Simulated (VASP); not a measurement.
W:

```xyz
1
Lattice="-1.5922 1.5922 1.5922 1.5922 -1.5922 1.5922 1.5922 1.5922 -1.5922" Properties=species:S:1:pos:R:3 pbc="T T T"
W     0.0000    0.0000    0.0000
```

Base run:

| Item | Value |
| --- | --- |
| Program | VASP 6.6.1 |
| Functional | PBE |
| Potentials or basis | VASP PAW PBE potentials, release 64 (W_sv) |
| Cutoff | 520 eV |
| k mesh | 14 × 14 × 14 |
| Occupations | fermi-dirac, width 0.03 eV |
| Spin | no spin polarisation |

Its results: band gap on the k mesh zero (band 7 reaches 16.20 eV, above the bottom of band 8 at 9.97 eV); pressure 0.8 GPa.

Task: After a change of settings the same cell gave: band gap on the k mesh zero (band 7 reaches 16.21 eV, above the bottom of band 8 at 9.98 eV); pressure -0.3 GPa. Which change was it?
A. occupations from fermi-dirac, width 0.03 eV to gaussian, width 0.6 eV; further incar settings from ALGO = Normal; EDIFF = 1e-06; NBANDS = 13 to ALGO = Normal; EDIFF = 1e-07; NBANDS = 13
B. occupations from fermi-dirac, width 0.03 eV to methfessel-paxton, width 1 eV
C. occupations from fermi-dirac, width 0.03 eV to methfessel-paxton, width 0.1 eV

Result: B.

Caveats: spin-orbit coupling is left out, which moves the levels of the heavy elements.
